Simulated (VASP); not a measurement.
A run of VASP 6.6.1:

File INCAR:

```
SYSTEM = HfB
PREC = Accurate
ENCUT = 520
EDIFF = 1E-6
ISMEAR = -1
SIGMA = 0.05
LREAL = .FALSE.
LASPH = .TRUE.
NELM = 150
ALGO = Normal
ISIF = 2
LWAVE = .FALSE.
LCHARG = .TRUE.
ISPIN = 2
MAGMOM = 0.8 0
LORBIT = 11
NUPDOWN = 0.8
LMAXMIX = 4
GGA = PE
LELF = .TRUE.
LVHAR = .TRUE.
NBANDS = 18
```

Contents of KPOINTS:

```
regular mesh
0
G
  11 11 11
  0 0 0
```

The input POSCAR:

```
HfB
1.0
    0.0000000000      2.3100000000      2.3100000000
    2.3100000000      0.0000000000      2.3100000000
    2.3100000000      2.3100000000      0.0000000000
Hf B
1 1
Direct
    0.5000000000      0.5000000000      0.5000000000
    0.0000000000      0.0000000000      0.0000000000
```

Potentials or basis: VASP PAW PBE potentials, release 64 (Hf_pv, B).

Run with:

```sh
$ cat potpaw_PBE.64/Hf_pv/POTCAR potpaw_PBE.64/B/POTCAR > POTCAR
$ mpirun -np 1 vasp_std > vasp.out
```

Hardware: 1 thread of Intel(R) Xeon(R) 6975P-C (Granite Rapids), with other jobs on the host.

Question: How long does it take, and how much memory?

Answer: Run time: 14 s on 1 thread of Intel(R) Xeon(R) 6975P-C (Granite Rapids), with other jobs on the host, peak memory 0.17 GiB. Counts: scf iterations 14, k points 56.
